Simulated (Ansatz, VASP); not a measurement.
**One calculation of Pt, two programs**

```
CELL_PARAMETERS angstrom
2.78499 0.00000 0.00000
-1.39250 2.41187 0.00000
0.00000 0.00000 4.83436
ATOMIC_POSITIONS crystal
Pt 0.66667 0.33333 0.75000
Pt 0.33333 0.66667 0.25000
```

Alike in both runs: task single point; functional r2SCAN; k mesh 10 × 10 × 5; occupations fermi-dirac, width 0.1 eV; no spin polarisation.

|  | VASP | Ansatz |
| --- | --- | --- |
| version | VASP 6.6.1 | Ansatz 0.2.0 |
| potentials or method | VASP PAW PBE potentials, release 64 (Pt_sv_GW), cutoff 550 eV | plane waves, PAW |
| valence electrons in the cell | 36 | 36 |

|  | VASP | Ansatz | Ansatz less VASP |
| --- | --- | --- | --- |
| pressure (GPa) | -13.7 | -11.8 | +1.91 |
| traceless stress, the component that is largest in VASP (GPa) | 0.87 | 0.84 | -0.025 |

VASP's potentials were made for PBE, not for r2SCAN. Ansatz's warnings: stress scf threshold loose.

Spin-orbit coupling is off throughout.
